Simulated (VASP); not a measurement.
Here is a VASP 6.6.1 calculation.

File INCAR:

```
SYSTEM = TiB
PREC = Accurate
ENCUT = 520
EDIFF = 1E-8
ISMEAR = -1
SIGMA = 0.15
LREAL = .FALSE.
LASPH = .TRUE.
NELM = 60
ALGO = Normal
ISIF = 2
LWAVE = .FALSE.
LCHARG = .FALSE.
GGA = PS
IBRION = 8
NSW = 1
```

KPOINTS

```
Automatic mesh
0
G
  14 14 14
  0 0 0
```

Contents of POSCAR:

```
TiB
1.0
    0.0000000000      2.4568284199      2.4568284199
    2.4568284199      0.0000000000      2.4568284199
    2.4568284199      2.4568284199      0.0000000000
Ti B
1 1
Direct
    0.7500000000      0.7500000000      0.7500000000
    0.0000000000      0.0000000000      0.0000000000
```

Potentials or basis: VASP PAW PBE potentials, release 64 (Ti_sv, B).

Run with:

```bash
$ cat potpaw_PBE.64/Ti_sv/POTCAR potpaw_PBE.64/B/POTCAR > POTCAR
$ mpirun -np 1 vasp_std > vasp.out
```

Problem. Estimate the highest phonon frequency at Γ, LO-TO splitting left out.

Solution. 533 cm⁻¹.

Phonon frequencies in cm⁻¹ (negative: imaginary):
| q point | frequencies |
| --- | --- |
| (0.000, 0.000, 0.000) | 0 0 0 533 533 533 |
